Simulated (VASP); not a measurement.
Set up this calculation in VASP 6.6.1, as the native input.

```
Task                   : single point
Functional             : LDA
Potentials or basis    : VASP PAW LDA potentials, release 64 (Co, O)
Cutoff                 : 520 eV
k mesh                 : 12 × 12 × 12
Occupations            : fermi-dirac, width 0.05 eV
Spin                   : collinear spin, ferromagnetic start
Starting moments       : [2.0, 0.0] μB
Dipole correction      : no
Further INCAR settings : ALGO = Normal; EDIFF = 1e-06; NBANDS = 18
```

The structure of CoO lies in POSCAR:

```
CoO
1.0
   -1.4772158519      1.4772158519      2.0642304156
    1.4772158519     -1.4772158519      2.0642304156
    1.4772158519      1.4772158519     -2.0642304156
Co O
1 1
Direct
    0.0000000000      0.0000000000      0.0000000000
    0.5000000000      0.5000000000      0.0000000000
```

This cell differs from its parent crystal: volume scaled by 0.94.

The input as run:

INCAR

```
PREC = Accurate
ENCUT = 520
EDIFF = 1E-6
ISMEAR = -1
SIGMA = 0.05
LREAL = F
LASPH = T
NELM = 150
ALGO = Normal
ISIF = 2
LWAVE = F
LCHARG = F
ISPIN = 2
MAGMOM = 2 0
LORBIT = 11
LMAXMIX = 4
NBANDS = 18
```

KPOINTS

```
Automatic mesh
0
Gamma
  12 12 12
```

Potentials or basis: VASP PAW LDA potentials, release 64 (Co, O).

Launch:

```bash
$ cat potpaw_LDA.64/Co/POTCAR potpaw_LDA.64/O/POTCAR > POTCAR
$ mpirun -np 1 vasp_std > vasp.out
```

It gave:

* Pressure: -12.3 GPa
* Net moment: 2.36 μB per cell
* Site moments: Co +2.10; O +0.22 μB
* Valence electrons inside the program's atomic spheres: Co 7.98; O 4.95

Caveat: a cell with one magnetic atom can't hold antiferromagnetic order, which such compounds often take.

It took 69 s on 1 thread of AMD EPYC 9R45 96-Core Processor (Zen 5) (shared host), peak memory 0.17 GiB.
